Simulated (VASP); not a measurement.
# ZnSe (F-43m) in VASP: single point with PBE0

Aim: the single point of ZnSe with PBE0.

Program: VASP 6.6.1. These are calculated values, not measurements. Logs are shortened: lines on timing, memory, paths and dates and some standing lists are left out, and cuts for length are marked.

### Step 1. The cell of the first run

Symmetry: F-43m, No. 216, cubic system. Conventional cell: a = 5.670 Å, b = 5.670 Å, c = 5.670 Å, α = 90.00°, β = 90.00°, γ = 90.00°. Zn (site symmetry -43m) has 4 Se at 2.46 Å within 3.2 Å. Se (site symmetry -43m) has 4 Zn at 2.46 Å within 3.2 Å.

### Step 2. Single point, PBE0

File POSCAR:

```
ZnSe
1.0
    0.0000000000      2.8350000000      2.8350000000
    2.8350000000      0.0000000000      2.8350000000
    2.8350000000      2.8350000000      0.0000000000
Zn Se
1 1
Direct
    0.0000000000      0.0000000000      0.0000000000
    0.2500000000      0.2500000000      0.2500000000
```

File INCAR.step1:

```
PREC = Accurate
ENCUT = 400
EDIFF = 1E-5
ISMEAR = 0
SIGMA = 0.01
LREAL = False
LASPH = True
NELM = 120
ALGO = Normal
ISIF = 2
LWAVE = True
LCHARG = False
GGA = PE
NBANDS = 16
GGA_COMPAT = False
```

File INCAR.step2:

```
PREC = Accurate
ENCUT = 400
EDIFF = 1E-6
ISMEAR = 0
SIGMA = 0.01
LREAL = False
LASPH = True
NELM = 120
ALGO = Normal
ISIF = 2
LWAVE = False
LCHARG = False
GGA = PE
LHFCALC = True
AEXX = 0.25
PRECFOCK = Normal
ISTART = 1
NBANDS = 16
GGA_COMPAT = False
```

File KPOINTS:

```
regular mesh
0
Gamma
  2 2 2
```

Potentials or basis: VASP PAW PBE potentials, release 64 (Zn, Se).

Started as:

```sh
$ cat potpaw_PBE.64/Zn/POTCAR potpaw_PBE.64/Se/POTCAR > POTCAR
$ cp INCAR.step1 INCAR
$ mpirun -np 1 vasp_std > vasp.out
$ cp INCAR.step2 INCAR
$ mpirun -np 1 vasp_std > vasp.out
```

OUTCAR:

```text
PREC = Accurate
   ENCUT = 400
   EDIFF = 1E-6
   ISMEAR = 0
   LREAL = False
   LASPH = True
   NELM = 120
   ISIF = 2
   GGA = PE
   LHFCALC = True
   AEXX = 0.25
   PRECFOCK = Normal
   ISTART = 1

 ion  position               nearest neighbor table
   1  0.000  0.000  0.000-   2 2.46   2 2.46   2 2.46   2 2.46
   2  0.250  0.250  0.250-   1 2.46   1 2.46   1 2.46   1 2.46

  LATTYP: Found a face centered cubic cell.
 ALAT       =     5.6700000000

  Lattice vectors:

 A1 = (   0.0000000000,   2.8350000000,   2.8350000000)
 A2 = (   2.8350000000,   0.0000000000,   2.8350000000)
 A3 = (   2.8350000000,   2.8350000000,   0.0000000000)

Analysis of symmetry for initial positions (statically):
=====================================================================
 Subroutine PRICEL returns:
 Original cell was already a primitive cell.

 Routine SETGRP: Setting up the symmetry group for a
 face centered cubic supercell.

 Subroutine GETGRP returns: Found 24 space group operations
 (whereof 24 operations were pure point group operations)
 out of a pool of 48 trial point group operations.

The static configuration has the point symmetry T_d .

Analysis of symmetry for dynamics (positions and initial velocities):
=====================================================================
 Subroutine PRICEL returns:
 Original cell was already a primitive cell.

 Routine SETGRP: Setting up the symmetry group for a
 face centered cubic supercell.

 Subroutine GETGRP returns: Found 24 space group operations
 (whereof 24 operations were pure point group operations)
 out of a pool of 48 trial point group operations.

The dynamic configuration has the point symmetry T_d .

 Subroutine INISYM returns: Found 24 space group operations
 (whereof 24 operations are pure point group operations),
 and found     1 'primitive' translations

----------------------------------------------------------------------------------------

                                     Primitive cell

  volume of cell :      45.5711

  direct lattice vectors                    reciprocal lattice vectors
     0.000000000  2.835000000  2.835000000    -0.176366843  0.176366843  0.176366843
     2.835000000  0.000000000  2.835000000     0.176366843 -0.176366843  0.176366843
     2.835000000  2.835000000  0.000000000     0.176366843  0.176366843 -0.176366843

  length of vectors
     4.009295449  4.009295449  4.009295449     0.305476333  0.305476333  0.305476333

  position of ions in fractional coordinates (direct lattice)
     0.000000000  0.000000000  0.000000000
     0.250000000  0.250000000  0.250000000

  ion indices of the primitive-cell ions
   primitive index   ion index
                 1           1
                 2           2

----------------------------------------------------------------------------------------

 KPOINTS: regular mesh

Automatic generation of k-mesh.
 Grid dimensions read from file:
 generate k-points for:    2    2    2

 Generating k-lattice:

  Cartesian coordinates                     Fractional coordinates (reciprocal lattice)
    -0.088183422  0.088183422  0.088183422     0.500000000  0.000000000  0.000000000
     0.088183422 -0.088183422  0.088183422     0.000000000  0.500000000  0.000000000
     0.088183422  0.088183422 -0.088183422     0.000000000  0.000000000  0.500000000

  Length of vectors
     0.152738166  0.152738166  0.152738166

  Shift w.r.t. Gamma in fractional coordinates (k-lattice)
     0.000000000  0.000000000  0.000000000

 Subroutine IBZKPT returns following result:
 ===========================================

 Found      3 irreducible k-points:

 Following reciprocal coordinates:
            Coordinates               Weight
  0.000000  0.000000  0.000000      1.000000
  0.500000  0.000000  0.000000      4.000000
  0.500000  0.500000  0.000000      3.000000
   k-points           NKPTS =      3   k-points in BZ     NKDIM =      8   number of bands    NBANDS=     16
   number of dos      NEDOS =    301   number of ions     NIONS =      2
   total plane-waves  NPLWV =  21952
   dimension x,y,z NGX =    28 NGY =   28 NGZ =   28
   dimension x,y,z NGXF=    56 NGYF=   56 NGZF=   56
   ions per type =               1   1
   NGX,Y,Z   is equivalent  to a cutoff of  11.61, 11.61, 11.61 a.u.
   NGXF,Y,Z  is equivalent  to a cutoff of  23.22, 23.22, 23.22 a.u.
 SYSTEM =  unknown system
   PREC   = accura    normal or accurate (medium, high low for compatibility)
   ISTART =      1    job   : 0-new  1-cont  2-samecut
   ICHARG =      0    charge: 1-file 2-atom 10-const
   ISPIN  =      1    spin polarized calculation?
   LNONCOLLINEAR =      F non collinear calculations
   LSORBIT =      F    spin-orbit coupling
   LASPH  =      T    aspherical Exc in radial PAW
   ENCUT  =  400.0 eV  29.40 Ry    5.42 a.u.   6.54  6.54  6.54*2*pi/ulx,y,z
   NELM   =    120;   NELMIN=  2; NELMDL=  0     # of ELM steps
   EDIFF  = 0.1E-05   stopping-criterion for ELM
   LREAL  =      F    real-space projection
   EDIFFG = 0.1E-04   stopping-criterion for IOM
   NSW    =      0    number of steps for IOM
   IBRION =     -1    ionic relax: 0-MD 1-quasi-New 2-CG
   NFREE  =      0    steps in history (QN), initial steepest desc. (CG)
   ISIF   =      2    stress and relaxation
   ISYM   =      3    0-nonsym 1-usesym 2-fastsym
   POTIM  = 0.5000    time-step for ionic-motion
   TEBEG  =    0.0;   TEEND  =   0.0 temperature during run
   PSTRESS=    0.0 pullay stress
   NELECT =      18.0000    total number of electrons
   NUPDOWN=      -1.0000    fix difference up-down
   EMIN   =  10.00;   EMAX   =-10.00  energy-range for DOS
   EFERMI =   0.00;   METHOD = LEGACY
   ISMEAR =     0;   SIGMA  =   0.01  broadening in eV -4-tet -1-fermi 0-gaus
   EFERMI_NEDOS =   21; number of points for ismear=-14 and -15
   IALGO  =     38    algorithm
   IMIX   =      1    mixing-type and parameters
     AMIX     =   0.40;   BMIX     =  1.00
     AMIX_MAG =   1.60;   BMIX_MAG =  1.00
  volume/ion in A,a.u.               =      22.79       153.76
  Fermi-wavevector in a.u.,A,eV,Ry     =   1.201165  2.269872 19.630444  1.442797
  Thomas-Fermi vector in A             =   2.336981
   LORBIT       =      0    0 simple, 1 ext, 2 COOP (PROOUT), +10 PAW based schemes
   GGA     = PE    functional components
   LHFCALC =     T    Hartree Fock is set to
   PRECFOCK=normal    Normal, Fast or Accurate (Low or Medium for compatibility)
   ENCUT4O =  -1.0   cutoff for four orbital integrals eV
   NKREDX  =     1    reduce k-point grid by
   NKREDY  =     1    reduce k-point grid by
   NKREDZ  =     1    reduce k-point grid by
   AEXX    =    0.2500 exact exchange contribution
   HFSCREEN=    0.0000 screening length (either q_TF or 0.3 A-1)
   HFSCREENC=   0.0000 screening length for correlation (either q_TF or 0.3 A-1)
   ENCUTFOCK=  -1.0 apply spherical cutoff to Coloumb kernel
   IVDW    =     0    specifies the selected vdW correction
   LEPSILON=     F    determine dielectric tensor
   LRPA    =     F    only Hartree local field effects (RPA)
 non-spin polarized calculation
 Gauss-broadening in eV      SIGMA  =   0.01
  energy-cutoff  :      400.00
  volume of cell :       45.57
 maximum number of plane-waves:       869
 NGX is ok and might be reduce to    28
  NGX = 20; NGY = 20; NGZ = 20

 number of electron      18.0000014 magnetization

 Free energy of the ion-electron system (eV)
  ---------------------------------------------------
  ext. energy  EPLUGINS =         0.00000000
  ---------------------------------------------------
  free energy    TOTEN  =        -6.86830313 eV

  energy without entropy =       -6.86830313  energy(sigma->0) =       -6.86830313

 E-fermi :   0.7382     XC(G=0):  -7.2189

 val. band max:        0.6663174571   @ k =   0.0000   0.0000   0.0000
 cond. band min:       4.0963807804   @ k =   0.0000   0.0000   0.0000
 fundamental gap:      3.4300633233
 Fermi energy:         0.7382452381

 k-point     1 :       0.0000    0.0000    0.0000
  band No.  band energies     occupation
      1     -13.4795      2.00000
      2      -7.7175      2.00000
      3      -7.7175      2.00000
      4      -7.7175      2.00000
      5      -7.3992      2.00000
      6      -7.3992      2.00000
      7       0.6663      2.00000
      8       0.6663      2.00000
      9       0.6663      2.00000
     10       4.0964      0.00000
     11       8.4324      0.00000
     12       8.4324      0.00000
     13       8.4324      0.00000
     14      12.7932      0.00000
     15      14.1923      0.00000
     16      14.1923      0.00000

 k-point     2 :       0.5000    0.0000    0.0000
  band No.  band energies     occupation
      1     -12.6098      2.00000
      2      -7.6387      2.00000
      3      -7.6386      2.00000
      4      -7.3850      2.00000
      5      -7.3850      2.00000
      6      -7.2074      2.00000
      7      -4.7882      2.00000
      8      -0.2407      2.00000
      9      -0.2407      2.00000
     10       5.2510      0.00000
     11       8.9833      0.00000
     12       8.9833      0.00000
     13      11.2785      0.00000
     14      13.9080      0.00000
     15      15.9933      0.00000
     16      15.9933      0.00000

 k-point     3 :       0.5000    0.5000    0.0000
  band No.  band energies     occupation
      1     -12.3166      2.00000
      2      -7.5856      2.00000
      3      -7.5039      2.00000
      4      -7.5039      2.00000
      5      -7.3559      2.00000
      6      -7.1538      2.00000
      7      -4.4337      2.00000
      8      -1.6179      2.00000
      9      -1.6179      2.00000
     10       5.4016      0.00000
     11       6.0721      0.00000
     12      13.8033      0.00000
     13      14.2950      0.00000
     14      14.2950      0.00000
     15      16.8179      0.00000
     16      17.3282      0.00000

------------------------ aborting loop because EDIFF is reached ----------------------------------------

  FORCE on cell =-STRESS in cart. coord.  units (eV):
  Direction    XX          YY          ZZ          XY          YZ          ZX
  --------------------------------------------------------------------------------------
  -------------------------------------------------------------------------------------
  Total        1.6868106      1.6868106      1.6868106      0.0000000     -0.0000000     -0.0000000
  in kB       59.3045105     59.3045105     59.3045105      0.0000000     -0.0000000     -0.0000000
  external PRESSURE =      59.3045105 kB  Pullay stress =       0.0000000 kB

 VOLUME and BASIS-vectors are now :
 -----------------------------------------------------------------------------
  energy-cutoff  :      400.00
  volume of cell :       45.57
      direct lattice vectors                 reciprocal lattice vectors
     0.000000000  2.835000000  2.835000000    -0.176366843  0.176366843  0.176366843
     2.835000000  0.000000000  2.835000000     0.176366843 -0.176366843  0.176366843
     2.835000000  2.835000000  0.000000000     0.176366843  0.176366843 -0.176366843

 POSITION                                       TOTAL-FORCE (eV/Angst)
 -----------------------------------------------------------------------------------
      0.00000      0.00000      0.00000         0.000000      0.000000     -0.000000
      1.41750      1.41750      1.41750        -0.000000     -0.000000      0.000000
 -----------------------------------------------------------------------------------
    total drift:                                0.000306      0.000178      0.000125

  FREE ENERGIE OF THE ION-ELECTRON SYSTEM (eV)
  ---------------------------------------------------
  free  energy   TOTEN  =        -6.8683031281 eV

  energy  without entropy=       -6.8683031281  energy(sigma->0) =       -6.86830313
```

Run time: 46 s. Hardware: 1 thread of Intel Xeon 8259CL, shared host; peak memory 0.16 GiB.

Results:

```yaml
Free_energy: -6.8683 eV
Pressure: 5.9 GPa
Band_gap_on_the_k_mesh: 3.43 eV, direct
```

Caveat: the k points lie up to 0.96 Å⁻¹ apart; the PAW data sets were made with another functional, which shifts forces and pressure a little.
